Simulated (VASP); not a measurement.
HfO2, 3 atoms in the cell. Symmetry: R3m, No. 160, trigonal system. The conventional cell has a = 3.617 Å, b = 3.617 Å, c = 8.859 Å, α = 90.00°, β = 90.00°, γ = 120.00°. Hf (site symmetry 3m) has 8 O at 2.19 to 2.24 Å within 2.9 Å. Within 2.9 Å of O (site symmetry 3m) lie 4 Hf at 2.21 to 2.24 Å and 6 O at 2.56 Å. Within 2.9 Å of O (site symmetry 3m) lie 4 Hf at 2.19 to 2.22 Å and 6 O at 2.56 Å.  This cell differs from its parent crystal: atoms displaced along a vibrational mode.

| Quantity | Value |
| --- | --- |
| Program | VASP 6.6.1 |
| Task | single point |
| Functional | PBE |
| Potentials or basis | VASP PAW PBE potentials, release 64 (Hf_pv, O) |
| Cutoff | 520 eV |
| k mesh | 8 × 8 × 8 |
| Occupations | gaussian, width 0.05 eV |
| Spin | no spin polarisation |
| Dipole correction | no |
| Further INCAR settings | ALGO = Normal; EDIFF = 1e-07; NBANDS = 18 |

Potentials or basis: VASP PAW PBE potentials, release 64 (Hf_pv, O).

Command:

```sh
$ cat potpaw_PBE.64/Hf_pv/POTCAR potpaw_PBE.64/O/POTCAR > POTCAR
$ mpirun -np 1 vasp_std > vasp.out
```

Hardware: 1 thread of Intel(R) Xeon(R) Platinum 8375C CPU @ 2.90GHz (Ice Lake), with other jobs on the host.

Problem. How long does it take, and how much memory?

Solution. It took 32 s on 1 thread of Intel(R) Xeon(R) Platinum 8375C CPU @ 2.90GHz (Ice Lake) (shared host), peak memory 0.18 GiB. Counts: scf iterations 15, k points 65.
